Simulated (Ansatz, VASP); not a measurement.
# BN in VASP and in Ansatz

File INCAR:

```
PREC     = Accurate       # precision mode
ENCUT    = 520            # plane-wave cutoff, eV
EDIFF    = 1E-6           # SCF threshold, eV
ISMEAR   = 0              # smearing method
SIGMA    = 0.05           # smearing width, eV
LREAL    = False          # projectors in reciprocal space
LASPH    = True           # aspherical terms in the spheres
NELM     = 60             # most SCF steps
ALGO     = Normal         # electronic algorithm
ISIF     = 2              # what is computed and relaxed
LWAVE    = False          # write WAVECAR
LCHARG   = True           # write CHGCAR
GGA      = PS             # functional
LELF     = True           # ELF
LVHAR    = True         
NBANDS   = 16             # bands
```

Contents of KPOINTS:

```
Automatic mesh
0
Gamma
  12 12 6
```

The input POSCAR:

```
BN
1.0
    2.8412578069      0.0000000000      0.0000000000
   -1.4206289035      2.4606014395      0.0000000000
    0.0000000000      0.0000000000      4.2268550000
B N
2 2
Direct
    0.6666666667      0.3333333333      0.9997240000
    0.3333333333      0.6666666667      0.4997240000
    0.6666666667      0.3333333333      0.6252760000
    0.3333333333      0.6666666667      0.1252760000
```

Input for Ansatz:

```yaml
crystal:
  lattice:
    - [2.8412578069, 0.0, 0.0]
    - [-1.4206289035, 2.4606014395, 0.0]
    - [0.0, 0.0, 4.226855]
  atoms:
    - { symbol: B, position: [0.6666666667, 0.3333333333, 0.999724] }
    - { symbol: B, position: [0.3333333333, 0.6666666667, 0.499724] }
    - { symbol: "N", position: [0.6666666667, 0.3333333333, 0.625276] }
    - { symbol: "N", position: [0.3333333333, 0.6666666667, 0.125276] }
basis:
  ecutwfc: 650.0
kpoints:
  mp_grid: { grid: [12, 12, 6] }
hamiltonian:
  xc: pbesol
scf:
  occupations: { method: gaussian, width: 0.05 }
output:
  forces: true
  stress: true
  eigenvalues: true
```

Change from the starting cell: strain +0.1125 x Voigt [1, 1, 0, 0, 0, 0], atoms carried along.

Alike in both runs: task single point; functional PBEsol; k mesh 12 × 12 × 6; occupations gaussian, width 0.05 eV; no spin polarisation.

```csv
,VASP,Ansatz
version,VASP 6.6.1,Ansatz 0.2.0
potentials or method,"VASP PAW PBE potentials, release 64 (B, N), cutoff 520 eV","scalar-relativistic, plane waves, PAW"
valence electrons in the cell,16,16
```

```tsv
	VASP	Ansatz	Ansatz less VASP
gap on the k mesh at the Fermi level (eV)	4.75	4.75	+0.004
least direct gap on the mesh (eV)	5.23	5.22	-0.005
pressure (GPa)	-53.5	-53.6	-0.12
traceless stress, the component that is largest in VASP (GPa)	39.17	38.92	-0.253
rms of the force components (eV/Å)	0.161	0.171	+0.0103
```

VASP's potentials were made for PBE, not for PBEsol. Atom by atom the forces differ by 0.010 eV/Å (rms over components). Both programs put the cell under strong tension, so it lies far from rest at this level.

Noted on VASP's run: the cell as given lies far from equilibrium.
